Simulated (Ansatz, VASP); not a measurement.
One calculation of CdS, two programs

```xyz
4
Lattice="4.1642 0.0000 0.0000 -2.0821 3.6063 0.0000 0.0000 0.0000 6.7654" Properties=species:S:1:pos:R:3 pbc="T T T"
Cd    0.0000    2.4042   -0.0066
Cd    2.0821    1.2021    3.3761
S     0.0000    2.4042    2.5436
S     2.0821    1.2021    5.9263
```

Alike in both runs: task single point; functional r2SCAN; k mesh 6 × 6 × 4; occupations gaussian, width 0.02 eV; no spin polarisation.

|  | VASP | Ansatz |
| --- | --- | --- |
| version | VASP 6.6.1 | Ansatz 0.2.0 |
| potentials or method | VASP PAW PBE potentials, release 64 (Cd, S), cutoff 520 eV | scalar-relativistic, plane waves, PAW |
| valence electrons in the cell | 36 | 52 |

```tsv
	VASP	Ansatz	Ansatz less VASP
gap on the k mesh at the Fermi level (eV)	1.63	1.63	+0.006
least direct gap on the mesh (eV)	1.63	1.63	+0.006
```

VASP's potentials were made for PBE, not for r2SCAN. The functional is the same, so the differences come from potentials, cutoffs and numerics. VASP's potentials hold 36 valence electrons a cell and Ansatz's 52, so a difference there can come from the potentials and not from the codes.
